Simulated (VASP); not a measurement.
# Ga7CuAs8 (F-43m) in VASP: single point with PBEsol+U

Aim: the single point of Ga7CuAs8 with PBEsol+U.

Program: VASP 6.6.1. These are calculated values, not measurements. Logs are shortened: lines on timing, memory, paths and dates and some standing lists are left out, and cuts for length are marked.

## 1. The cell of the first run

The structure is cubic, space group F-43m (No. 216). The conventional cell has a = 11.307 Å, b = 11.307 Å, c = 11.307 Å, α = 90.00°, β = 90.00°, γ = 90.00°. Within 3.1 Å of Cu (site symmetry -43m) lie 4 As at 2.36 Å. Ga (site symmetry 2mm) has 4 As at 2.46 to 2.47 Å within 3.2 Å. Ga (site symmetry -43m) has 4 As at 2.46 Å within 3.2 Å. As (site symmetry 3m) has 1 Cu at 2.36 Å and 3 Ga at 2.46 Å within 3.1 Å. Within 3.2 Å of As (site symmetry 3m) lie 4 Ga at 2.46 to 2.47 Å.

## 2. Single point, PBEsol+U, collinear spin

Contents of INCAR:

```
SYSTEM = Ga7CuAs8
PREC = Accurate ; ENCUT = 520
EDIFF = 1E-7 ; ISMEAR = 0
SIGMA = 0.05 ; LREAL = Auto
LASPH = .True. ; NELM = 150
ALGO = Normal ; ISIF = 2
LWAVE = .False. ; LCHARG = .False.
ISPIN = 2 ; MAGMOM = 0.16 0.02 0.02 0.02 0.02 0.02 0.02 0.01 0.14 0.14 0.14 0.05 0.14 0.05 0.05 0.05
LORBIT = 11 ; NUPDOWN = 1.8
LMAXMIX = 4 ; LDAU = .True.
LDAUTYPE = 2 ; LDAUL = 2 -1 -1
LDAUU = 5 0 0 ; LDAUJ = 0 0 0
LDAUPRINT = 1 ; GGA = PS
NBANDS = 89
```

Contents of KPOINTS:

```
Automatic mesh
0
Gamma
  3 3 3
  0 0 0
```

Contents of POSCAR:

```
Ga7CuAs8
1.0
    0.0000000000      5.6537000000      5.6537000000
    5.6537000000      0.0000000000      5.6537000000
    5.6537000000      5.6537000000      0.0000000000
Cu Ga As
1 7 8
Direct
    1.0000000000      0.0000000000      1.0000000000
    0.0032178902      0.0032178902      0.4967821098
    0.0032178902      0.4967821098      0.0032178902
    0.0032178902      0.4967821098      0.4967821098
    0.4967821098      0.0032178902      0.0032178902
    0.4967821098      0.0032178902      0.4967821098
    0.4967821098      0.4967821098      0.0032178902
    0.5000000000      0.5000000000      0.5000000000
    0.1207161911      0.1207161911      0.1207161911
    0.1207161911      0.1207161911      0.6378514266
    0.1207161911      0.6378514266      0.1207161911
    0.1238712265      0.6253762578      0.6253762578
    0.6378514266      0.1207161911      0.1207161911
    0.6253762578      0.1238712265      0.6253762578
    0.6253762578      0.6253762578      0.1238712265
    0.6253762578      0.6253762578      0.6253762578
```

Potentials or basis: VASP PAW PBE potentials, release 64 (Cu, Ga_d, As).

On the command line:

```
$ cat potpaw_PBE.64/Cu/POTCAR potpaw_PBE.64/Ga_d/POTCAR potpaw_PBE.64/As/POTCAR > POTCAR
$ mpirun -np 1 vasp_std > vasp.out
```

OUTCAR:

```text
SYSTEM = Ga7CuAs8
   PREC = Accurate
   ENCUT = 520
   EDIFF = 1E-7
   ISMEAR = 0
   LREAL = Auto
   LASPH = .True.
   NELM = 150
   ISIF = 2
   ISPIN = 2
   LORBIT = 11
   NUPDOWN = 1.8
   GGA = PS

 ion  position               nearest neighbor table
   1  0.000  0.000  0.000-   9 2.36  10 2.36  11 2.36  13 2.36
   2  0.003  0.003  0.497-  10 2.46   9 2.46  12 2.47  14 2.47
   3  0.003  0.497  0.003-  11 2.46   9 2.46  12 2.47  15 2.47
   4  0.003  0.497  0.497-  10 2.46  11 2.46  12 2.47  16 2.47
   5  0.497  0.003  0.003-  13 2.46   9 2.46  14 2.47  15 2.47
   6  0.497  0.003  0.497-  10 2.46  13 2.46  14 2.47  16 2.47
[... 8 lines left out ...]
  15  0.625  0.625  0.124-   8 2.46   7 2.47   3 2.47   5 2.47
  16  0.625  0.625  0.625-   8 2.46   6 2.47   7 2.47   4 2.47

  LATTYP: Found a face centered cubic cell.
 ALAT       =    11.3074000000

  Lattice vectors:

 A1 = (   0.0000000000,   5.6537000000,   5.6537000000)
 A2 = (   5.6537000000,   0.0000000000,   5.6537000000)
 A3 = (   5.6537000000,   5.6537000000,   0.0000000000)

Analysis of symmetry for initial positions (statically):
=====================================================================
 Subroutine PRICEL returns:
 Original cell was already a primitive cell.

 Routine SETGRP: Setting up the symmetry group for a
 face centered cubic supercell.

 Subroutine GETGRP returns: Found 24 space group operations
 (whereof 24 operations were pure point group operations)
 out of a pool of 48 trial point group operations.

The static configuration has the point symmetry T_d .

Analysis of symmetry for dynamics (positions and initial velocities):
=====================================================================
 Subroutine PRICEL returns:
 Original cell was already a primitive cell.

 Routine SETGRP: Setting up the symmetry group for a
 face centered cubic supercell.

 Subroutine GETGRP returns: Found 24 space group operations
 (whereof 24 operations were pure point group operations)
 out of a pool of 48 trial point group operations.

The dynamic configuration has the point symmetry T_d .

Analysis of structural, dynamic, and magnetic symmetry:
=====================================================================
 Subroutine PRICEL returns:
 Original cell was already a primitive cell.

 Routine SETGRP: Setting up the symmetry group for a
 face centered cubic supercell.

 Subroutine GETGRP returns: Found 24 space group operations
 (whereof 24 operations were pure point group operations)
 out of a pool of 48 trial point group operations.

The overall configuration has the point symmetry T_d .

 Subroutine INISYM returns: Found 24 space group operations
 (whereof 24 operations are pure point group operations),
 and found     1 'primitive' translations

----------------------------------------------------------------------------------------

                                     Primitive cell

  volume of cell :     361.4334

  direct lattice vectors                    reciprocal lattice vectors
     0.000000000  5.653700000  5.653700000    -0.088437660  0.088437660  0.088437660
     5.653700000  0.000000000  5.653700000     0.088437660 -0.088437660  0.088437660
     5.653700000  5.653700000  0.000000000     0.088437660  0.088437660 -0.088437660

  length of vectors
     7.995539218  7.995539218  7.995539218     0.153178521  0.153178521  0.153178521

  position of ions in fractional coordinates (direct lattice)
     0.000000000  0.000000000  0.000000000
     0.003217890  0.003217890  0.496782110
     0.003217890  0.496782110  0.003217890
     0.003217890  0.496782110  0.496782110
     0.496782110  0.003217890  0.003217890
     0.496782110  0.003217890  0.496782110
[... 8 lines left out ...]
     0.625376258  0.625376258  0.123871227
[... 100 lines left out ...]
   GGA     = PS    functional components
   LHFCALC =     F    Hartree Fock is set to
   AEXX    =    0.0000 exact exchange contribution
   IVDW    =     0    specifies the selected vdW correction
   LEPSILON=     F    determine dielectric tensor
   LRPA    =     F    only Hartree local field effects (RPA)
 spin polarized calculation
 Gauss-broadening in eV      SIGMA  =   0.05
  energy-cutoff  :      520.00
  volume of cell :      361.43
 maximum number of plane-waves:      9735
   NGX = 29   NGY = 29   NGZ = 29

atom =   1  type =  1  l = 2

 onsite density matrix

spin component  1

  0.9514 -0.0000 -0.0000 -0.0000  0.0000
 -0.0000  0.9514  0.0000 -0.0000  0.0000
 -0.0000  0.0000  0.9464 -0.0000 -0.0000
 -0.0000 -0.0000 -0.0000  0.9514  0.0000
  0.0000  0.0000 -0.0000  0.0000  0.9464

spin component  2

  0.9031 -0.0000  0.0000 -0.0000  0.0000
 -0.0000  0.9031  0.0000 -0.0000  0.0000
  0.0000  0.0000  0.9447  0.0000  0.0000
 -0.0000 -0.0000  0.0000  0.9031 -0.0000
  0.0000  0.0000  0.0000 -0.0000  0.9447

 occupancies and eigenvectors

  o =  0.9031  v =  0.0000  0.0000  0.0000  0.0000  0.0000  0.0000 -0.9996 -0.0000 -0.0290 -0.0000      0.0000  0.0000  0.0000  0.0000  0.0000  0.0000  0.0000  0.0000  0.0000  0.0000
  o =  0.9031  v =  0.0000  0.0000  0.0000  0.0000  0.0000  1.0000  0.0000  0.0000  0.0000  0.0000      0.0000  0.0000  0.0000  0.0000  0.0000  0.0000  0.0000  0.0000  0.0000  0.0000
  o =  0.9031  v =  0.0000  0.0000  0.0000  0.0000  0.0000  0.0000  0.0290  0.0000 -0.9996 -0.0000      0.0000  0.0000  0.0000  0.0000  0.0000  0.0000  0.0000  0.0000  0.0000  0.0000
  o =  0.9447  v =  0.0000  0.0000  0.0000  0.0000  0.0000  0.0000 -0.0000  1.0000  0.0000  0.0000      0.0000  0.0000  0.0000  0.0000  0.0000  0.0000  0.0000  0.0000  0.0000  0.0000
  o =  0.9447  v =  0.0000  0.0000  0.0000  0.0000  0.0000  0.0000 -0.0000 -0.0000 -0.0000  1.0000      0.0000  0.0000  0.0000  0.0000  0.0000  0.0000  0.0000  0.0000  0.0000  0.0000
  o =  0.9464  v =  0.0000 -0.0000  1.0000  0.0000 -0.0000  0.0000  0.0000  0.0000  0.0000  0.0000      0.0000  0.0000  0.0000  0.0000  0.0000  0.0000  0.0000  0.0000  0.0000  0.0000
  o =  0.9464  v =  0.0000 -0.0000 -0.0000 -0.0000 -1.0000  0.0000  0.0000  0.0000  0.0000  0.0000      0.0000  0.0000  0.0000  0.0000  0.0000  0.0000  0.0000  0.0000  0.0000  0.0000
  o =  0.9514  v =  0.0000 -0.0196 -0.0000  0.9998 -0.0000  0.0000  0.0000  0.0000  0.0000  0.0000      0.0000  0.0000  0.0000  0.0000  0.0000  0.0000  0.0000  0.0000  0.0000  0.0000
  o =  0.9514  v =  1.0000  0.0000  0.0000  0.0000  0.0000  0.0000  0.0000  0.0000  0.0000  0.0000      0.0000  0.0000  0.0000  0.0000  0.0000  0.0000  0.0000  0.0000  0.0000  0.0000
  o =  0.9514  v =  0.0000  0.9998  0.0000  0.0196 -0.0000  0.0000  0.0000  0.0000  0.0000  0.0000      0.0000  0.0000  0.0000  0.0000  0.0000  0.0000  0.0000  0.0000  0.0000  0.0000

 number of electron     142.0000012 magnetization       1.8000151

 Free energy of the ion-electron system (eV)
  ---------------------------------------------------
  ext. energy  EPLUGINS =         0.00000000
  ---------------------------------------------------
  free energy    TOTEN  =       -70.12275518 eV

  energy without entropy =      -70.11312846  energy(sigma->0) =      -70.11794182

 E-fermi :   3.0274     XC(G=0):  -9.7482

 val. band max:        3.6434864973   @ k =   0.3333   0.0000   0.0000
 cond. band min:       3.0588883021   @ k =   0.0000   0.0000   0.0000
 fundamental gap:     -0.5845981952
 Fermi energy:         3.9528251373

 spin component 1

 k-point     1 :       0.0000    0.0000    0.0000
  band No.  band energies     occupation
      1     -11.2622      1.00000
      2     -11.2622      1.00000
      3     -11.2622      1.00000
      4     -11.2065      1.00000
      5     -11.1812      1.00000
      6     -11.1812      1.00000
[... 333 lines left out ...]
     82       7.5392      0.00000
     83       7.5710      0.00000
 Fermi energy:         3.0273799855

 spin component 2

 k-point     1 :       0.0000    0.0000    0.0000
  band No.  band energies     occupation
      1     -11.2533      1.00000
      2     -11.2533      1.00000
      3     -11.2533      1.00000
      4     -11.1925      1.00000
      5     -11.1654      1.00000
      6     -11.1654      1.00000
[... 333 lines left out ...]
     82       7.6087      0.00000
     83       7.6459      0.00000
 [bands above 83 left out]

------------------------ aborting loop because EDIFF is reached ----------------------------------------

  FORCE on cell =-STRESS in cart. coord.  units (eV):
  Direction    XX          YY          ZZ          XY          YZ          ZX
  --------------------------------------------------------------------------------------
  -------------------------------------------------------------------------------------
  Total       -1.9951689     -1.9951689     -1.9951689      0.0000000      0.0000000      0.0000000
  in kB       -8.8442695     -8.8442695     -8.8442695      0.0000000      0.0000000      0.0000000
  external PRESSURE =      -8.8442695 kB  Pullay stress =       0.0000000 kB

 VOLUME and BASIS-vectors are now :
 -----------------------------------------------------------------------------
  energy-cutoff  :      520.00
  volume of cell :      361.43
      direct lattice vectors                 reciprocal lattice vectors
     0.000000000  5.653700000  5.653700000    -0.088437660  0.088437660  0.088437660
     5.653700000  0.000000000  5.653700000     0.088437660 -0.088437660  0.088437660
     5.653700000  5.653700000  0.000000000     0.088437660  0.088437660 -0.088437660

 POSITION                                       TOTAL-FORCE (eV/Angst)
 -----------------------------------------------------------------------------------
      0.00000      0.00000      0.00000        -0.000000     -0.000000      0.000000
      2.82685      2.82685      0.03639         0.000000     -0.000000      0.047943
      2.82685      0.03639      2.82685         0.000000      0.047943      0.000000
      5.61731      2.82685      2.82685        -0.047943     -0.000000      0.000000
      0.03639      2.82685      2.82685         0.047943     -0.000000      0.000000
      2.82685      5.61731      2.82685         0.000000     -0.047943      0.000000
[... 8 lines left out ...]
      4.23602      4.23602      7.07138        -0.043399     -0.043399      0.043399
      7.07138      7.07138      7.07138         0.043399      0.043399      0.043399
 -----------------------------------------------------------------------------------
    total drift:                                0.000011      0.000011      0.000014

  FREE ENERGIE OF THE ION-ELECTRON SYSTEM (eV)
  ---------------------------------------------------
  free  energy   TOTEN  =       -70.1227551798 eV

  energy  without entropy=      -70.1131284595  energy(sigma->0) =      -70.11794182

 total charge

# of ion       s       p       d       tot
------------------------------------------
    1        0.441   0.388   9.323  10.152
    2        0.891   0.781   9.989  11.661
    3        0.891   0.781   9.989  11.661
    4        0.891   0.781   9.989  11.661
    5        0.891   0.781   9.989  11.661
    6        0.891   0.781   9.989  11.661
[... 8 lines left out ...]
   15        1.217   1.568   0.030   2.815
   16        1.217   1.568   0.030   2.815
--------------------------------------------------
tot         16.452  18.269  79.505 114.226

 magnetization (x)

# of ion       s       p       d       tot
------------------------------------------
    1       -0.002   0.059   0.148   0.205
    2       -0.003   0.020   0.008   0.025
    3       -0.003   0.020   0.008   0.025
    4       -0.003   0.020   0.008   0.025
    5       -0.003   0.020   0.008   0.025
    6       -0.003   0.020   0.008   0.025
[... 8 lines left out ...]
   15        0.000   0.045   0.001   0.046
   16        0.000   0.045   0.001   0.046
--------------------------------------------------
tot         -0.001   0.937   0.206   1.143
```

Wall time 7.1 min (1 thread of Intel Xeon 6975P-C (Granite Rapids), shared host); peak memory 0.73 GiB.

What came out:

```
Free energy                                           : -70.1228 eV
Pressure                                              : -0.9 GPa
Largest force                                         : 0.075 eV/Å
Net moment                                            : 1.80 μB per cell
Site moments                                          : Cu +0.20; Ga +0.03, +0.02 (each value once); As +0.15, +0.05 (each value once) μB
Valence electrons inside the program's atomic spheres : Cu 10.15; Ga 11.66, 11.67 (each value once); As 2.79, 2.81 (each value once)
```

Forces on the atoms (eV/Å):
```
Cu   0.000  0.000  0.000
Ga   0.000  0.000  0.048
Ga   0.000  0.048  0.000
Ga  -0.048  0.000  0.000
Ga   0.048  0.000  0.000
Ga   0.000 -0.048  0.000
Ga   0.000  0.000 -0.048
Ga   0.000  0.000  0.000
As  -0.005 -0.005 -0.005
As   0.005  0.005 -0.005
As   0.005 -0.005  0.005
As   0.043 -0.043 -0.043
As  -0.005  0.005  0.005
As  -0.043  0.043 -0.043
As  -0.043 -0.043  0.043
As   0.043  0.043  0.043
```

Eigenvalues of the final occupation matrices:
```
    site  spin  trace               eigenvalues
site 1 d     1   4.75  0.95 0.95 0.95 0.95 0.95
site 1 d     2   4.60  0.90 0.90 0.90 0.94 0.94
```

Caveat: the PAW data sets were made with another functional, which shifts forces and pressure a little; the total moment is fixed, so each spin has its own Fermi level; a cell with one magnetic atom can't hold antiferromagnetic order, which such compounds often take; the U is typed as a test and isn't derived for this compound.
